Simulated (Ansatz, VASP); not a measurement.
**CoO: VASP beside Ansatz**

INCAR

```
PREC = Accurate ; ENCUT = 600
EDIFF = 1E-6 ; ISMEAR = 0
SIGMA = 0.05 ; LREAL = F
LASPH = T ; NELM = 200
ALGO = Normal ; ISIF = 2
LWAVE = F ; LCHARG = F
ISPIN = 2 ; MAGMOM = 2.86 0
LORBIT = 11 ; LMAXMIX = 4
LDAU = T ; LDAUTYPE = 2
LDAUL = 2 -1 ; LDAUU = 3.3 0
LDAUJ = 0 0 ; LDAUPRINT = 1
GGA = PE ; NBANDS = 22
GGA_COMPAT = F
```

The input KPOINTS:

```
regular mesh
0
Gamma
  10 10 10
```

POSCAR

```
CoO
1.0
    0.0000000000      2.1315016559      2.1315016559
    2.1315016559      0.0000000000      2.1315016559
    2.1315016559      2.1315016559      0.0000000000
Co O
1 1
Direct
    0.0000000000      0.0000000000      0.0000000000
    0.5000000000      0.5000000000      0.5000000000
```

Input for Ansatz:

```yaml
crystal:
  lattice:
    - [0.0, 2.1315016559, 2.1315016559]
    - [2.1315016559, 0.0, 2.1315016559]
    - [2.1315016559, 2.1315016559, 0.0]
  atoms:
    - { symbol: Co, position: [0.0, 0.0, 0.0], spin: 2.86 }
    - { symbol: O, position: [0.5, 0.5, 0.5] }
basis:
  ecutwfc: 420
  ecutrho_ratio: 4
kpoints:
  mp_grid: { grid: [10, 10, 10] }
hamiltonian:
  xc: pbe
  hubbard: { sites: [{ species: Co, l: d, u_eff: 3.3 }] }
scf:
  occupations: { method: gaussian, width: 0.05 }
  lower_state_search: "off"
output:
  forces: true
  stress: true
  eigenvalues: true
  populations: true
  hubbard: { sites: [{ species: Co, l: d }] }
  eigenstates:
    nscf_kmesh: { grid: [24, 24, 24] }
    de_dk: true
    e_range: [-2.5, 3.744496741175]
  write_density: true
  write_potential: true
  elf: true
  volumetric_format: npy
magnetization:
  spin_polarized: true
checkpoint:
  read: start.run
  write: ck
  compress: false
  write_wavefunctions: false
  write_every: 100000
```

Alike in both runs: task single point; functional PBE; k mesh 10 × 10 × 10; occupations gaussian, width 0.05 eV; collinear spin; Hubbard terms Co d U = 3.3 eV.

```csv
,VASP,Ansatz
version,VASP 6.6.1,Ansatz 0.2.0
potentials or method,"VASP PAW PBE potentials, release 64 (Co_sv, O), cutoff 600 eV","scalar-relativistic, plane waves, PAW"
valence electrons in the cell,23,23
```

|  | VASP | Ansatz | Ansatz less VASP |
| --- | --- | --- | --- |
| pressure (GPa) | -2.6 | 8.2 | +10.81 |
| net moment per atom (μB) | 1.50 | 1.50 | 0.000 |
| size of the moment on the site where the two differ most (μB) | 2.69 | 2.60 | -0.087 |

Site moments also hang on the region over which each program counts them. The programs project onto different local orbitals, so the same U acts differently, and such runs can settle in different states.
